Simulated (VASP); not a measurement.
# YSiNi4 (Cmmm) in VASP: notebook

YSiNi4 is run at these levels: LDA; tasks: single point.

All numbers are computed with VASP 6.6.1; they aren't measurements. Logs are shortened: lines on timing, memory, paths and dates and some standing lists are left out, and cuts for length are marked.

## (1) The cell of the first run

The structure is orthorhombic, space group Cmmm (No. 65). Conventional cell: a = 5.026 Å, b = 8.118 Å, c = 3.909 Å, α = 90.00°, β = 90.00°, γ = 90.00°. Y (site symmetry mmm) has 14 Ni at 2.77 to 3.09 Å and 4 Si at 3.18 Å within 3.7 Å. Within 3.1 Å of Si (site symmetry mmm) lie 8 Ni at 2.34 to 2.39 Å. Ni (site symmetry m2m) has 2 Si at 2.34 Å and 7 Ni at 2.44 to 2.92 Å and 3 Y at 2.77 to 2.82 Å within 3.1 Å. Within 3.2 Å of Ni (site symmetry 2/m) lie 2 Si at 2.39 Å and 6 Ni at 2.44 to 2.51 Å and 4 Y at 3.09 Å.

## (2) Single point, LDA

INCAR reads:

```
PREC = Accurate ; ENCUT = 520
EDIFF = 1E-6 ; ISMEAR = 0
SIGMA = 0.1 ; LREAL = F
LASPH = T ; NELM = 60
ALGO = Normal ; ISIF = 2
LWAVE = F ; LCHARG = F
NBANDS = 36
```

KPOINTS reads:

```
regular mesh
0
Gamma
  4 4 6
```

POSCAR reads:

```
YSiNi4
1.0
    2.5127727500     -4.0591227500      0.0000000000
    2.5127727500      4.0591227500      0.0000000000
    0.0000000000      0.0000000000      3.9087789800
Y Si Ni
1 1 4
Direct
    0.0000000000      0.0000000000      0.0000000000
    0.5000000000      0.5000000000      0.5000000000
    0.3412511900      0.6587488100      0.0000000000
    0.6587488100      0.3412511900      0.0000000000
    0.5000000000      0.0000000000      0.5000000000
    0.0000000000      0.5000000000      0.5000000000
```

Potentials or basis: VASP PAW LDA potentials, release 64 (Y_sv, Si, Ni).

Command:

```console
cat potpaw_LDA.64/Y_sv/POTCAR potpaw_LDA.64/Si/POTCAR potpaw_LDA.64/Ni/POTCAR > POTCAR
mpirun -np 1 vasp_std > vasp.out
```

OUTCAR:

```text
PREC = Accurate
   ENCUT = 520
   EDIFF = 1E-6
   ISMEAR = 0
   LREAL = F
   LASPH = T
   NELM = 60
   ISIF = 2

 ion  position               nearest neighbor table
   1  0.000  0.000  0.000-   3 2.77   4 2.77   4 2.82   3 2.82   4 2.82   3 2.82   5 3.09   6 3.09
                             5 3.09   6 3.09   6 3.09   6 3.09   5 3.09   5 3.09   2 3.18   2 3.18
   2  0.500  0.500  0.500-   3 2.34   4 2.34   3 2.34   4 2.34   5 2.39   6 2.39   5 2.39   6 2.39
                             1 3.18   1 3.18   1 3.18   1 3.18
   3  0.341  0.659  0.000-   2 2.34   2 2.34   6 2.44   5 2.44   5 2.44   6 2.44   4 2.58   1 2.77
                             1 2.82   1 2.82   4 2.92   4 2.92
   4  0.659  0.341  0.000-   2 2.34   2 2.34   6 2.44   5 2.44   5 2.44   6 2.44   3 2.58   1 2.77
                             1 2.82   1 2.82   3 2.92   3 2.92
   5  0.500  0.000  0.500-   2 2.39   2 2.39   4 2.44   3 2.44   4 2.44   3 2.44   6 2.51   6 2.51
                             1 3.09   1 3.09   1 3.09   1 3.09
   6  0.000  0.500  0.500-   2 2.39   2 2.39   4 2.44   3 2.44   4 2.44   3 2.44   5 2.51   5 2.51
                             1 3.09   1 3.09   1 3.09   1 3.09

  LATTYP: Found a base centered orthorhombic cell.
 ALAT       =     5.0255455000
 B/A-ratio  =     1.6153958809
 C/A-ratio  =     0.7777820298

  Lattice vectors:

 A1 = (   2.5127727500,  -4.0591227500,   0.0000000000)
 A2 = (   2.5127727500,   4.0591227500,   0.0000000000)
 A3 = (   0.0000000000,   0.0000000000,   3.9087789800)

Analysis of symmetry for initial positions (statically):
=====================================================================
 Subroutine PRICEL returns:
 Original cell was already a primitive cell.

 Routine SETGRP: Setting up the symmetry group for a
 base centered orthorhombic supercell.

 Subroutine GETGRP returns: Found  8 space group operations
 (whereof  8 operations were pure point group operations)
 out of a pool of  8 trial point group operations.

The static configuration has the point symmetry D_2h.

Analysis of symmetry for dynamics (positions and initial velocities):
=====================================================================
 Subroutine PRICEL returns:
 Original cell was already a primitive cell.

 Routine SETGRP: Setting up the symmetry group for a
 base centered orthorhombic supercell.

 Subroutine GETGRP returns: Found  8 space group operations
 (whereof  8 operations were pure point group operations)
 out of a pool of  8 trial point group operations.

The dynamic configuration has the point symmetry D_2h.

 Subroutine INISYM returns: Found  8 space group operations
 (whereof  8 operations are pure point group operations),
 and found     1 'primitive' translations

----------------------------------------------------------------------------------------

                                     Primitive cell

  volume of cell :      79.7364

  direct lattice vectors                    reciprocal lattice vectors
     2.512772750 -4.059122750  0.000000000     0.198983374 -0.123179325  0.000000000
     2.512772750  4.059122750  0.000000000     0.198983374  0.123179325  0.000000000
     0.000000000  0.000000000  3.908778980     0.000000000  0.000000000  0.255834368

  length of vectors
     4.773940133  4.773940133  3.908778980     0.234024634  0.234024634  0.255834368

  position of ions in fractional coordinates (direct lattice)
     0.000000000  0.000000000  0.000000000
     0.500000000  0.500000000  0.500000000
     0.341251190  0.658748810  0.000000000
     0.658748810  0.341251190  0.000000000
     0.500000000  0.000000000  0.500000000
     0.000000000  0.500000000  0.500000000

  ion indices of the primitive-cell ions
   primitive index   ion index
                 1           1
                 2           2
                 3           3
                 4           4
                 5           5
                 6           6

----------------------------------------------------------------------------------------

 KPOINTS: regular mesh

Automatic generation of k-mesh.
 Grid dimensions read from file:
 generate k-points for:    4    4    6

 Generating k-lattice:

  Cartesian coordinates                     Fractional coordinates (reciprocal lattice)
     0.049745844 -0.030794831  0.000000000     0.250000000  0.000000000  0.000000000
     0.049745844  0.030794831  0.000000000     0.000000000  0.250000000  0.000000000
     0.000000000  0.000000000  0.042639061     0.000000000  0.000000000  0.166666667

  Length of vectors
     0.058506158  0.058506158  0.042639061

  Shift w.r.t. Gamma in fractional coordinates (k-lattice)
     0.000000000  0.000000000  0.000000000

 Subroutine IBZKPT returns following result:
 ===========================================

 Found     28 irreducible k-points:

 Following reciprocal coordinates:
            Coordinates               Weight
  0.000000  0.000000  0.000000      1.000000
  0.250000  0.000000  0.000000      4.000000
  0.500000  0.000000  0.000000      2.000000
  0.250000  0.250000  0.000000      2.000000
  0.500000  0.250000  0.000000      4.000000
 -0.250000  0.250000  0.000000      2.000000
[... 16 lines left out ...]
  0.250000  0.000000  0.500000      4.000000
  0.500000  0.000000  0.500000      2.000000
 [... further k-points ...]
   k-points           NKPTS =     28   k-points in BZ     NKDIM =     28   number of bands    NBANDS=     36
   number of dos      NEDOS =    301   number of ions     NIONS =      6
   total plane-waves  NPLWV =  38880
   dimension x,y,z NGX =    36 NGY =   36 NGZ =   30
   dimension x,y,z NGXF=    72 NGYF=   72 NGZF=   60
   ions per type =               1   1   4
   NGX,Y,Z   is equivalent  to a cutoff of  12.54, 12.54, 12.76 a.u.
   NGXF,Y,Z  is equivalent  to a cutoff of  25.07, 25.07, 25.52 a.u.
 SYSTEM =  unknown system
   PREC   = accura    normal or accurate (medium, high low for compatibility)
   ISTART =      0    job   : 0-new  1-cont  2-samecut
   ICHARG =      2    charge: 1-file 2-atom 10-const
   ISPIN  =      1    spin polarized calculation?
   LNONCOLLINEAR =      F non collinear calculations
   LSORBIT =      F    spin-orbit coupling
   LASPH  =      T    aspherical Exc in radial PAW
   ENCUT  =  520.0 eV  38.22 Ry    6.18 a.u.   8.88  8.88  7.27*2*pi/ulx,y,z
   NELM   =     60;   NELMIN=  2; NELMDL= -5     # of ELM steps
   EDIFF  = 0.1E-05   stopping-criterion for ELM
   LREAL  =      F    real-space projection
   EDIFFG = 0.1E-04   stopping-criterion for IOM
   NSW    =      0    number of steps for IOM
   IBRION =     -1    ionic relax: 0-MD 1-quasi-New 2-CG
   NFREE  =      0    steps in history (QN), initial steepest desc. (CG)
   ISIF   =      2    stress and relaxation
   ISYM   =      2    0-nonsym 1-usesym 2-fastsym
   POTIM  = 0.5000    time-step for ionic-motion
   TEBEG  =    0.0;   TEEND  =   0.0 temperature during run
   PSTRESS=    0.0 pullay stress
   NELECT =      55.0000    total number of electrons
   NUPDOWN=      -1.0000    fix difference up-down
   EMIN   =  10.00;   EMAX   =-10.00  energy-range for DOS
   EFERMI =   0.00;   METHOD = LEGACY
   ISMEAR =     0;   SIGMA  =   0.10  broadening in eV -4-tet -1-fermi 0-gaus
   EFERMI_NEDOS =   21; number of points for ismear=-14 and -15
   IALGO  =     38    algorithm
   IMIX   =      4    mixing-type and parameters
     AMIX     =   0.40;   BMIX     =  1.00
     AMIX_MAG =   1.60;   BMIX_MAG =  1.00
  volume/ion in A,a.u.               =      13.29        89.68
  Fermi-wavevector in a.u.,A,eV,Ry     =   1.446473  2.733437 28.467240  2.092283
  Thomas-Fermi vector in A             =   2.564537
   LORBIT       =      0    0 simple, 1 ext, 2 COOP (PROOUT), +10 PAW based schemes
   GGA     = CA    functional components
   LHFCALC =     F    Hartree Fock is set to
   AEXX    =    0.0000 exact exchange contribution
   IVDW    =     0    specifies the selected vdW correction
   LEPSILON=     F    determine dielectric tensor
   LRPA    =     F    only Hartree local field effects (RPA)
 non-spin polarized calculation
 Gauss-broadening in eV      SIGMA  =   0.10
  energy-cutoff  :      520.00
  volume of cell :       79.74
 maximum number of plane-waves:      2176
   NGX = 17   NGY = 17   NGZ = 15

 number of electron      55.0000013 magnetization

 Free energy of the ion-electron system (eV)
  ---------------------------------------------------
  ext. energy  EPLUGINS =         0.00000000
  ---------------------------------------------------
  free energy    TOTEN  =       -43.19380603 eV

  energy without entropy =      -43.17194059  energy(sigma->0) =      -43.18287331

 E-fermi :   8.0447     XC(G=0): -12.5176

 val. band max:        8.0399196611   @ k =   0.5000   0.0000   0.3333
 cond. band min:       8.0657604065   @ k =  -0.2500   0.2500   0.5000
 fundamental gap:      0.0258407454
 Fermi energy:         8.0447454008

 k-point     1 :       0.0000    0.0000    0.0000
  band No.  band energies     occupation
      1     -33.6422      2.00000
      2     -13.8684      2.00000
      3     -13.8102      2.00000
      4     -13.8054      2.00000
      5      -2.3916      2.00000
      6       3.3758      2.00000
[... 28 lines left out ...]
     35      12.3526      0.00000
     36      15.3934      0.00000

 k-point     2 :       0.2500    0.0000    0.0000
  band No.  band energies     occupation
      1     -33.6415      2.00000
      2     -13.8847      2.00000
      3     -13.8122      2.00000
      4     -13.8100      2.00000
      5      -1.9693      2.00000
      6       2.4921      2.00000
[... 28 lines left out ...]
     35      13.0927      0.00000
     36      14.2151      0.00000

 k-point     3 :       0.5000    0.0000    0.0000
  band No.  band energies     occupation
      1     -33.6408      2.00000
      2     -13.9023      2.00000
      3     -13.8173      2.00000
      4     -13.8097      2.00000
      5      -1.3835      2.00000
      6       1.5159      2.00000
[... 28 lines left out ...]
     35      12.8654      0.00000
     36      13.7569      0.00000

 k-point     4 :       0.2500    0.2500    0.0000
  band No.  band energies     occupation
      1     -33.6408      2.00000
      2     -13.8986      2.00000
      3     -13.8208      2.00000
      4     -13.8098      2.00000
      5      -1.4297      2.00000
      6       1.9291      2.00000
[... 28 lines left out ...]
     35      13.6028      0.00000
     36      14.5469      0.00000

 k-point     5 :       0.5000    0.2500    0.0000
  band No.  band energies     occupation
      1     -33.6407      2.00000
      2     -13.8889      2.00000
      3     -13.8325      2.00000
      4     -13.8104      2.00000
      5      -1.3359      2.00000
      6       1.3923      2.00000
[... 655 lines left out ...]
 k-point    22 :       0.0000    0.0000    0.5000
  band No.  band energies     occupation
      1     -33.6339      2.00000
      2     -13.9739      2.00000
      3     -13.8499      2.00000
      4     -13.7929      2.00000
      5      -1.0108      2.00000
      6       1.6455      2.00000
[... 28 lines left out ...]
     35      13.1704      0.00000
     36      14.0887      0.00000

 k-point    23 :       0.2500    0.0000    0.5000
  band No.  band energies     occupation
      1     -33.6334      2.00000
      2     -13.9693      2.00000
      3     -13.8616      2.00000
      4     -13.7970      2.00000
      5      -0.8683      2.00000
      6       2.1056      2.00000
[... 28 lines left out ...]
     35      13.2613      0.00000
     36      13.9296      0.00000

 k-point    24 :       0.5000    0.0000    0.5000
  band No.  band energies     occupation
      1     -33.6328      2.00000
      2     -13.9647      2.00000
      3     -13.8742      2.00000
      4     -13.8001      2.00000
      5      -0.6997      2.00000
      6       2.6935      2.00000
[... 28 lines left out ...]
     35      13.1853      0.00000
     36      14.4861      0.00000

 [... further k-points ...]
[... 5 lines left out ...]
  --------------------------------------------------------------------------------------
  -------------------------------------------------------------------------------------
  Total       -3.5165536     -3.2912882     -3.6023096     -0.0000000      0.0000000      0.0000000
  in kB      -70.6596233    -66.1332694    -72.3827559     -0.0000000      0.0000000      0.0000000
  external PRESSURE =     -69.7252162 kB  Pullay stress =       0.0000000 kB

 VOLUME and BASIS-vectors are now :
 -----------------------------------------------------------------------------
  energy-cutoff  :      520.00
  volume of cell :       79.74
      direct lattice vectors                 reciprocal lattice vectors
     2.512772750 -4.059122750  0.000000000     0.198983374 -0.123179325  0.000000000
     2.512772750  4.059122750  0.000000000     0.198983374  0.123179325  0.000000000
     0.000000000  0.000000000  3.908778980     0.000000000  0.000000000  0.255834368

 POSITION                                       TOTAL-FORCE (eV/Angst)
 -----------------------------------------------------------------------------------
      0.00000      0.00000      0.00000        -0.000000      0.000000      0.000000
      2.51277      0.00000      1.95439         0.000000      0.000000      0.000000
      2.51277      1.28876      0.00000         0.000000     -0.068103     -0.000000
      2.51277     -1.28876      0.00000         0.000000      0.068103      0.000000
      1.25639     -2.02956      1.95439         0.000000      0.000000      0.000000
      1.25639      2.02956      1.95439         0.000000      0.000000      0.000000
 -----------------------------------------------------------------------------------
    total drift:                                0.000000     -0.000000      0.000000

  FREE ENERGIE OF THE ION-ELECTRON SYSTEM (eV)
  ---------------------------------------------------
  free  energy   TOTEN  =       -43.1938060315 eV

  energy  without entropy=      -43.1719405911  energy(sigma->0) =      -43.18287331
```

It took 64 s on 1 thread of Intel Xeon Platinum 8488C (Sapphire Rapids), shared host; peak memory 0.22 GiB.

Results:

| Item | Value |
| --- | --- |
| Free energy | -43.1938 eV |
| Pressure | -7.0 GPa |
| Largest force | 0.068 eV/Å |

Forces in eV/Å, atoms in the order of the input:
```
Y    0.000  0.000  0.000
Si   0.000  0.000  0.000
Ni   0.000 -0.068  0.000
Ni   0.000  0.068  0.000
Ni   0.000  0.000  0.000
Ni   0.000  0.000  0.000
```

Caveat: the k points lie up to 0.37 Å⁻¹ apart. Spin polarisation is off, so any magnetic state and its effect on volume and gap are missing.

[end of part 1 of 2]
